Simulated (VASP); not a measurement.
Set up this calculation in VASP 6.6.1, as the native input.

| Item | Value |
| --- | --- |
| Task | single point |
| Functional | PBE |
| Potentials or basis | VASP PAW PBE potentials, release 64 (Mg, As) |
| Cutoff | 520 eV |
| k mesh | 6 × 6 × 4 |
| Occupations | gaussian, width 0.1 eV |
| Spin | no spin polarisation |
| Dipole correction | no |
| Further INCAR settings | ALGO = Fast; EDIFF = 1e-06; NBANDS = 12 |

The structure of Mg2As lies in POSCAR:

```
Mg2As
1.0
    4.8042840973      0.0000000000      0.0000000000
   -2.4021420486      4.1606320753      0.0000000000
    0.0000000000      0.0000000000      3.1418623277
Mg As
2 1
Direct
    0.3333333333      0.6666666667      0.5000000000
    0.6666666667      0.3333333333      0.5000000000
    0.0000000000      0.0000000000      0.0000000000
```

One way to write it, as run:

INCAR

```
PREC = Accurate
ENCUT = 520
EDIFF = 1E-6
ISMEAR = 0
SIGMA = 0.1
LREAL = False
LASPH = True
NELM = 100
ALGO = Fast
ISIF = 2
LWAVE = False
LCHARG = True
GGA = PE
LELF = True
LVHAR = True
NBANDS = 12
```

KPOINTS

```
regular mesh
0
Gamma
  6 6 4
```

Potentials or basis: VASP PAW PBE potentials, release 64 (Mg, As).

The run is started by

```console
$ cat potpaw_PBE.64/Mg/POTCAR potpaw_PBE.64/As/POTCAR > POTCAR
$ mpirun -np 1 vasp_std > vasp.out
```

It gave:

| Quantity | Value |
| --- | --- |
| Pressure | 0.0 GPa |
| Band gap on the k mesh | zero (an odd number of electrons rules out a gap without spin polarisation) |

Caveat: the k points lie up to 0.50 Å⁻¹ apart, too coarse for converged energies and pressures of a metal.

It took 6.5 s on 1 thread of Intel(R) Xeon(R) 6975P-C (Granite Rapids), with other jobs on the host, peak memory 0.18 GiB.
